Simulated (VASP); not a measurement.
# ZrB in VASP: a series of runs

Runs on ZrB. Level: PBE. Tasks: single point, relaxation of the atoms.

Everything below comes from runs of VASP 6.6.1. Logs are shortened: lines on timing, memory, paths and dates and some standing lists are left out, and cuts for length are marked.

**1. The cell of the first run**

The typed cell holds 2 atoms: a = 3.474 Å, b = 3.474 Å, c = 3.474 Å, α = 60.00°, β = 60.00°, γ = 60.00°.

**2. Single point, PBE**

The input, INCAR:

```
SYSTEM = ZrB
ALGO = Normal
EDIFF = 1E-6
ENCUT = 500
GGA = PE
GGA_COMPAT = .False.
ISIF = 2
ISMEAR = -1
LASPH = .True.
LCHARG = .False.
LREAL = .False.
LWAVE = .False.
NBANDS = 14
NELM = 120
PREC = Accurate
SIGMA = 0.1
```

The input, KPOINTS:

```
k-points
0
Gamma
  6 6 6
  0 0 0
```

The input, POSCAR:

```
ZrB
1.0
    0.0000000000      2.4563210000      2.4563210000
    2.4563210000      0.0000000000      2.4563210000
    2.4563210000      2.4563210000      0.0000000000
Zr B
1 1
Direct
    0.4981033598      0.4944800763      0.4913282837
   -0.0019132815     -0.0055246693     -0.0086878651
```

Potentials or basis: VASP PAW PBE potentials, release 64 (Zr_sv, B).

Command:

```sh
> cat potpaw_PBE.64/Zr_sv/POTCAR potpaw_PBE.64/B/POTCAR > POTCAR
> mpirun -np 1 vasp_std > vasp.out
```

OUTCAR:

```text
SYSTEM = ZrB
   EDIFF = 1E-6
   ENCUT = 500
   GGA = PE
   ISIF = 2
   ISMEAR = -1
   LASPH = .True.
   LREAL = .False.
   NELM = 120
   PREC = Accurate

 ion  position               nearest neighbor table
   1  0.498  0.494  0.491-   2 2.46   2 2.46   2 2.46   2 2.46   2 2.46   2 2.46
   2  0.998  0.994  0.991-   1 2.46   1 2.46   1 2.46   1 2.46   1 2.46   1 2.46

  LATTYP: Found a face centered cubic cell.
 ALAT       =     4.9126420000

  Lattice vectors:

 A1 = (   0.0000000000,   2.4563210000,   2.4563210000)
 A2 = (   2.4563210000,   0.0000000000,   2.4563210000)
 A3 = (   2.4563210000,   2.4563210000,   0.0000000000)

Analysis of symmetry for initial positions (statically):
=====================================================================
 Subroutine PRICEL returns:
 Original cell was already a primitive cell.

 Routine SETGRP: Setting up the symmetry group for a
 face centered cubic supercell.

 Subroutine GETGRP returns: Found  2 space group operations
 (whereof  1 operations were pure point group operations)
 out of a pool of 48 trial point group operations.

The static configuration has the point symmetry C_1 .
 The point group associated with its full space group is C_1h.

Analysis of symmetry for dynamics (positions and initial velocities):
=====================================================================
 Subroutine PRICEL returns:
 Original cell was already a primitive cell.

 Routine SETGRP: Setting up the symmetry group for a
 face centered cubic supercell.

 Subroutine GETGRP returns: Found  2 space group operations
 (whereof  1 operations were pure point group operations)
 out of a pool of 48 trial point group operations.

The dynamic configuration has the point symmetry C_1 .
 The point group associated with its full space group is C_1h.

 Subroutine INISYM returns: Found  2 space group operations
 (whereof  1 operations are pure point group operations),
 and found     1 'primitive' translations

----------------------------------------------------------------------------------------

                                     Primitive cell

  volume of cell :      29.6405

  direct lattice vectors                    reciprocal lattice vectors
     0.000000000  2.456321000  2.456321000    -0.203556457  0.203556457  0.203556457
     2.456321000  0.000000000  2.456321000     0.203556457 -0.203556457  0.203556457
     2.456321000  2.456321000  0.000000000     0.203556457  0.203556457 -0.203556457

  length of vectors
     3.473762472  3.473762472  3.473762472     0.352570126  0.352570126  0.352570126

  position of ions in fractional coordinates (direct lattice)
     0.498103360  0.494480076  0.491328284
     0.998086718  0.994475331  0.991312135

  ion indices of the primitive-cell ions
   primitive index   ion index
                 1           1
                 2           2

----------------------------------------------------------------------------------------

 KPOINTS: k-points

Automatic generation of k-mesh.
 Grid dimensions read from file:
 generate k-points for:    6    6    6

 Generating k-lattice:

  Cartesian coordinates                     Fractional coordinates (reciprocal lattice)
    -0.033926076  0.033926076  0.033926076     0.166666667  0.000000000  0.000000000
     0.033926076 -0.033926076  0.033926076     0.000000000  0.166666667  0.000000000
     0.033926076  0.033926076 -0.033926076     0.000000000  0.000000000  0.166666667

  Length of vectors
     0.058761688  0.058761688  0.058761688

  Shift w.r.t. Gamma in fractional coordinates (k-lattice)
     0.000000000  0.000000000  0.000000000

 Subroutine IBZKPT returns following result:
 ===========================================

 Found     68 irreducible k-points:

 Following reciprocal coordinates:
            Coordinates               Weight
  0.000000  0.000000  0.000000      1.000000
  0.166667  0.000000  0.000000      4.000000
  0.000000  0.166667  0.000000      2.000000
  0.166667  0.166667  0.166667      2.000000
  0.333333  0.000000  0.000000      4.000000
  0.000000  0.333333  0.000000      2.000000
[... 16 lines left out ...]
  0.166667  0.166667 -0.333333      4.000000
  0.500000  0.333333  0.500000      2.000000
 [... further k-points ...]
   k-points           NKPTS =     68   k-points in BZ     NKDIM =     68   number of bands    NBANDS=     14
   number of dos      NEDOS =    301   number of ions     NIONS =      2
   total plane-waves  NPLWV =  21952
   dimension x,y,z NGX =    28 NGY =   28 NGZ =   28
   dimension x,y,z NGXF=    56 NGYF=   56 NGZF=   56
   ions per type =               1   1
   NGX,Y,Z   is equivalent  to a cutoff of  13.40, 13.40, 13.40 a.u.
   NGXF,Y,Z  is equivalent  to a cutoff of  26.80, 26.80, 26.80 a.u.
 SYSTEM =  ZrB
   PREC   = accura    normal or accurate (medium, high low for compatibility)
   ISTART =      0    job   : 0-new  1-cont  2-samecut
   ICHARG =      2    charge: 1-file 2-atom 10-const
   ISPIN  =      1    spin polarized calculation?
   LNONCOLLINEAR =      F non collinear calculations
   LSORBIT =      F    spin-orbit coupling
   LASPH  =      T    aspherical Exc in radial PAW
   ENCUT  =  500.0 eV  36.75 Ry    6.06 a.u.   6.33  6.33  6.33*2*pi/ulx,y,z
   NELM   =    120;   NELMIN=  2; NELMDL= -5     # of ELM steps
   EDIFF  = 0.1E-05   stopping-criterion for ELM
   LREAL  =      F    real-space projection
   EDIFFG = 0.1E-04   stopping-criterion for IOM
   NSW    =      0    number of steps for IOM
   IBRION =     -1    ionic relax: 0-MD 1-quasi-New 2-CG
   NFREE  =      0    steps in history (QN), initial steepest desc. (CG)
   ISIF   =      2    stress and relaxation
   ISYM   =      2    0-nonsym 1-usesym 2-fastsym
   POTIM  = 0.5000    time-step for ionic-motion
   TEBEG  =    0.0;   TEEND  =   0.0 temperature during run
   PSTRESS=    0.0 pullay stress
   NELECT =      15.0000    total number of electrons
   NUPDOWN=      -1.0000    fix difference up-down
   EMIN   =  10.00;   EMAX   =-10.00  energy-range for DOS
   EFERMI =   0.00;   METHOD = LEGACY
   ISMEAR =    -1;   SIGMA  =   0.10  broadening in eV -4-tet -1-fermi 0-gaus
   EFERMI_NEDOS =   21; number of points for ismear=-14 and -15
   IALGO  =     38    algorithm
   IMIX   =      4    mixing-type and parameters
     AMIX     =   0.40;   BMIX     =  1.00
     AMIX_MAG =   1.60;   BMIX_MAG =  1.00
  volume/ion in A,a.u.               =      14.82       100.01
  Fermi-wavevector in a.u.,A,eV,Ry     =   1.304598  2.465333 23.156798  1.701977
  Thomas-Fermi vector in A             =   2.435523
   LORBIT       =      0    0 simple, 1 ext, 2 COOP (PROOUT), +10 PAW based schemes
   GGA     = PE    functional components
   LHFCALC =     F    Hartree Fock is set to
   AEXX    =    0.0000 exact exchange contribution
   IVDW    =     0    specifies the selected vdW correction
   LEPSILON=     F    determine dielectric tensor
   LRPA    =     F    only Hartree local field effects (RPA)
 non-spin polarized calculation
  energy-cutoff  :      500.00
  volume of cell :       29.64
 maximum number of plane-waves:       769
 NGX is ok and might be reduce to    28
   NGX = 13   NGY = 13   NGZ = 13

 number of electron      15.0000000 magnetization

 Free energy of the ion-electron system (eV)
  ---------------------------------------------------
  ext. energy  EPLUGINS =         0.00000000
  ---------------------------------------------------
  free energy    TOTEN  =       -16.03826442 eV

  energy without entropy =      -15.99943869  energy(sigma->0) =      -16.01885156

 E-fermi :   7.3177     XC(G=0): -11.4513

 val. band max:        7.1746865661   @ k =  -0.1667  -0.3333  -0.1667
 cond. band min:       7.6458095830   @ k =   0.0000   0.1667   0.0000
 fundamental gap:      0.4711230169
 Fermi energy:         7.3176875962

 k-point     1 :       0.0000    0.0000    0.0000
  band No.  band energies     occupation
      1     -40.1122      2.00000
      2     -17.9387      2.00000
      3     -17.9387      2.00000
      4     -17.9387      2.00000
      5      -0.6222      2.00000
      6       9.1385      0.00000
      7       9.1385      0.00000
      8       9.1385      0.00000
      9      10.5194      0.00000
     10      10.5194      0.00000
     11      10.8205      0.00000
     12      10.8205      0.00000
     13      10.8205      0.00000
     14      18.0712      0.00000

 k-point     2 :       0.1667    0.0000    0.0000
  band No.  band energies     occupation
      1     -40.0982      2.00000
      2     -18.0758      2.00000
      3     -17.9528      2.00000
      4     -17.9528      2.00000
      5      -0.0278      2.00000
      6       7.6458      0.07244
      7       8.1605      0.00044
      8       8.1605      0.00044
      9       9.8970      0.00000
     10       9.8970      0.00000
     11      11.3379      0.00000
     12      13.6165      0.00000
     13      13.6165      0.00000
     14      18.9362      0.00000

 k-point     3 :       0.0000    0.1667    0.0000
  band No.  band energies     occupation
      1     -40.0982      2.00000
      2     -18.0758      2.00000
      3     -17.9528      2.00000
      4     -17.9528      2.00000
      5      -0.0278      2.00000
      6       7.6458      0.07244
      7       8.1605      0.00044
      8       8.1605      0.00044
      9       9.8970      0.00000
     10       9.8970      0.00000
     11      11.3379      0.00000
     12      13.6165      0.00000
     13      13.6165      0.00000
     14      18.9362      0.00000
[... 324 lines left out ...]
 k-point    23 :       0.1667    0.1667   -0.3333
  band No.  band energies     occupation
      1     -40.0511      2.00000
      2     -18.4102      2.00000
      3     -18.0742      2.00000
      4     -18.0274      2.00000
      5       2.5157      2.00000
      6       4.4641      2.00000
      7       6.3745      1.99984
      8       6.7653      1.99205
      9      11.0340      0.00000
     10      12.3472      0.00000
     11      13.2167      0.00000
     12      16.3023      0.00000
     13      16.5170      0.00000
     14      18.2931      0.00000

 k-point    24 :       0.5000    0.3333    0.5000
  band No.  band energies     occupation
      1     -40.0511      2.00000
      2     -18.4102      2.00000
      3     -18.0742      2.00000
      4     -18.0274      2.00000
      5       2.5157      2.00000
      6       4.4641      2.00000
      7       6.3745      1.99984
      8       6.7653      1.99205
      9      11.0340      0.00000
     10      12.3472      0.00000
     11      13.2167      0.00000
     12      16.3023      0.00000
     13      16.5170      0.00000
     14      18.2931      0.00000

 [... further k-points ...]

------------------------ aborting loop because EDIFF is reached ----------------------------------------

  FORCE on cell =-STRESS in cart. coord.  units (eV):
  Direction    XX          YY          ZZ          XY          YZ          ZX
  --------------------------------------------------------------------------------------
  -------------------------------------------------------------------------------------
  Total       -0.1064519     -0.1064506     -0.1064519     -0.0000010     -0.0000010     -0.0000005
  in kB       -5.7541184     -5.7540478     -5.7541184     -0.0000559     -0.0000555     -0.0000258
  external PRESSURE =      -5.7540948 kB  Pullay stress =       0.0000000 kB

 VOLUME and BASIS-vectors are now :
 -----------------------------------------------------------------------------
  energy-cutoff  :      500.00
  volume of cell :       29.64
      direct lattice vectors                 reciprocal lattice vectors
     0.000000000  2.456321000  2.456321000    -0.203556457  0.203556457  0.203556457
     2.456321000  0.000000000  2.456321000     0.203556457 -0.203556457  0.203556457
     2.456321000  2.456321000  0.000000000     0.203556457  0.203556457 -0.203556457

 POSITION                                       TOTAL-FORCE (eV/Angst)
 -----------------------------------------------------------------------------------
      2.42146      2.43036      2.43810        -0.000360     -0.000558     -0.000360
      4.87773      4.88660      4.89437         0.000360      0.000558      0.000360
 -----------------------------------------------------------------------------------
    total drift:                               -0.000030     -0.000003      0.000027

  FREE ENERGIE OF THE ION-ELECTRON SYSTEM (eV)
  ---------------------------------------------------
  free  energy   TOTEN  =       -16.0382644247 eV

  energy  without entropy=      -15.9994386864  energy(sigma->0) =      -16.01885156
```

It took 13 s on 1 thread of Intel Xeon 6975P-C (Granite Rapids), shared host; peak memory 0.17 GiB.

What came out:

```yaml
Free_energy: -16.0383 eV
Pressure: -0.6 GPa
Band_gap_on_the_k_mesh: zero (an odd number of electrons rules out a gap without spin polarisation)
```

Levels at points of the mesh, in eV from the Fermi level:
| k point | band 4 | band 5 | band 6 | band 7 | band 8 | band 9 | band 10 | band 11 | band 12 | band 13 |
| --- | --- | --- | --- | --- | --- | --- | --- | --- | --- | --- |
| (0.00, 0.00, 0.00) | -25.26 | -7.94 | 1.82 | 1.82 | 1.82 | 3.20 | 3.20 | 3.50 | 3.50 | 3.50 |
| (0.50, 0.00, 0.00) | -25.31 | -4.11 | -3.70 | -1.06 | -1.06 | 4.86 | 4.86 | 6.12 | 7.55 | 11.31 |
| (0.00, 0.50, 0.00) | -25.31 | -4.11 | -3.70 | -1.06 | -1.06 | 4.86 | 4.86 | 6.12 | 7.55 | 11.31 |
| (0.50, 0.50, 0.50) | -25.31 | -4.11 | -3.70 | -1.06 | -1.06 | 4.86 | 4.86 | 6.12 | 7.55 | 11.31 |
| (0.50, 0.50, 0.00) | -25.44 | -6.00 | -0.72 | -0.68 | 2.12 | 2.12 | 4.60 | 5.76 | 5.76 | 8.59 |
| (0.50, 0.00, 0.50) | -25.44 | -6.00 | -0.72 | -0.68 | 2.12 | 2.12 | 4.60 | 5.76 | 5.76 | 8.59 |

Caveat: the k points lie up to 0.37 Å⁻¹ apart, too coarse for converged energies and pressures of a metal.

**3. Relaxation of the atoms, PBE**

The input, INCAR:

```
SYSTEM = ZrB
PREC     = Accurate       ! precision mode
ENCUT    = 450            ! plane-wave cutoff, eV
EDIFF    = 1E-7           ! SCF threshold, eV
ISMEAR   = -1             ! smearing method
SIGMA    = 0.1            ! smearing width, eV
LREAL    = .False.        ! projectors in reciprocal space
LASPH    = .True.         ! aspherical terms in the spheres
NELM     = 120            ! most SCF steps
ALGO     = Normal         ! electronic algorithm
ISIF     = 2              ! what is computed and relaxed
LWAVE    = .False.        ! write WAVECAR
LCHARG   = .False.        ! write CHGCAR
GGA      = PE             ! functional
IBRION   = 2              ! ionic algorithm
NSW      = 80             ! ionic steps
EDIFFG   = -0.005         ! ionic threshold
GGA_COMPAT= .False.      
NELMIN   = 4
```

The input, KPOINTS:

```
Automatic mesh
0
Gamma
  6 6 6
  0 0 0
```

The input, POSCAR:

```
ZrB
1.0
    0.0000000000      2.4563210000      2.4563210000
    2.4563210000      0.0000000000      2.4563210000
    2.4563210000      2.4563210000      0.0000000000
Zr B
1 1
Direct
    0.5000000000      0.5000000000      0.5000000000
    0.0000000000      0.0000000000      0.0000000000
```

Potentials or basis: VASP PAW PBE potentials, release 64 (Zr_sv, B).

Command:

```sh
> cat potpaw_PBE.64/Zr_sv/POTCAR potpaw_PBE.64/B/POTCAR > POTCAR
> mpirun -np 1 vasp_std > vasp.out
```

OUTCAR:

```text
SYSTEM = ZrB
   PREC = Accurate
   ENCUT = 450
   EDIFF = 1E-7
   ISMEAR = -1
   LREAL = .False.
   LASPH = .True.
   NELM = 120
   ISIF = 2
   GGA = PE
   IBRION = 2
   NSW = 80
   EDIFFG = -0.005
   NELMIN = 4

 ion  position               nearest neighbor table
   1  0.500  0.500  0.500-   2 2.46   2 2.46   2 2.46   2 2.46   2 2.46   2 2.46
   2  0.000  0.000  0.000-   1 2.46   1 2.46   1 2.46   1 2.46   1 2.46   1 2.46

[... 405 lines left out ...]
------------------------ aborting loop because EDIFF is reached ----------------------------------------

  FORCE on cell =-STRESS in cart. coord.  units (eV):
  Direction    XX          YY          ZZ          XY          YZ          ZX
  --------------------------------------------------------------------------------------
  -------------------------------------------------------------------------------------
  Total       -0.0974031     -0.0974031     -0.0974031      0.0000000     -0.0000000      0.0000000
  in kB       -5.2649961     -5.2649961     -5.2649961      0.0000000     -0.0000000      0.0000000
  external PRESSURE =      -5.2649961 kB  Pullay stress =       0.0000000 kB

 VOLUME and BASIS-vectors are now :
 -----------------------------------------------------------------------------
  energy-cutoff  :      450.00
  volume of cell :       29.64
      direct lattice vectors                 reciprocal lattice vectors
     0.000000000  2.456321000  2.456321000    -0.203556457  0.203556457  0.203556457
     2.456321000  0.000000000  2.456321000     0.203556457 -0.203556457  0.203556457
     2.456321000  2.456321000  0.000000000     0.203556457  0.203556457 -0.203556457

 POSITION                                       TOTAL-FORCE (eV/Angst)
 -----------------------------------------------------------------------------------
      2.45632      2.45632      2.45632         0.000000      0.000000      0.000000
      0.00000      0.00000      0.00000         0.000000     -0.000000     -0.000000
 -----------------------------------------------------------------------------------
    total drift:                               -0.000000     -0.000000      0.000000

  FREE ENERGIE OF THE ION-ELECTRON SYSTEM (eV)
  ---------------------------------------------------
  free  energy   TOTEN  =       -16.0380496711 eV

  energy  without entropy=      -15.9992251046  energy(sigma->0) =      -16.01863739

 reached required accuracy - stopping structural energy minimisation
```

OSZICAR:

```text
N       E                     dE             d eps       ncg     rms          rms(c)
DAV:   1     0.818021765630E+02    0.81802E+02   -0.74393E+03   352   0.116E+03
DAV:   2    -0.125969198309E+02   -0.94399E+02   -0.90817E+02   391   0.304E+02
DAV:   3    -0.177314083150E+02   -0.51345E+01   -0.50875E+01   623   0.624E+01
DAV:   4    -0.179550198480E+02   -0.22361E+00   -0.22347E+00   440   0.820E+00
DAV:   5    -0.179571968851E+02   -0.21770E-02   -0.21769E-02   513   0.969E-01    0.167E+01
DAV:   6    -0.160407059123E+02    0.19165E+01   -0.67272E+00   400   0.185E+01    0.594E+00
DAV:   7    -0.160371400014E+02    0.35659E-02   -0.32888E-01   513   0.431E+00    0.248E+00
DAV:   8    -0.160374704338E+02   -0.33043E-03   -0.20476E-02   396   0.158E+00    0.455E-01
DAV:   9    -0.160379489107E+02   -0.47848E-03   -0.29818E-03   529   0.474E-01    0.131E-01
DAV:  10    -0.160380506382E+02   -0.10173E-03   -0.17797E-04   422   0.180E-01    0.175E-02
DAV:  11    -0.160380512610E+02   -0.62285E-06   -0.12258E-05   468   0.321E-02    0.795E-03
DAV:  12    -0.160380497287E+02    0.15324E-05   -0.22597E-06   446   0.174E-02    0.148E-03
DAV:  13    -0.160380496711E+02    0.57611E-07   -0.37385E-08   239   0.251E-03
   1 F= -.16038050E+02 E0= -.16018637E+02  d E =-.160380E+02
```

It took 2.6 s on 1 thread of Intel Xeon 6975P-C (Granite Rapids), shared host; peak memory 0.13 GiB.

Results:

```yaml
Free_energy: -16.0380 eV
Pressure_after_relaxing: -0.5 GPa
Band_gap_on_the_k_mesh: zero (an odd number of electrons rules out a gap without spin polarisation)
```

Final structure:
```yaml
crystal:
  lattice:
    - [0.00000, 2.45632, 2.45632]
    - [2.45632, 0.00000, 2.45632]
    - [2.45632, 2.45632, 0.00000]
  atoms:
    - { symbol: Zr, position: [0.50000, 0.50000, 0.50000] }
    - { symbol: B, position: [0.00000, 0.00000, 0.00000] }
```

Caveat: the k points lie up to 0.37 Å⁻¹ apart, too coarse for converged energies and pressures of a metal; the relaxation stopped at its first step, so nothing moved.
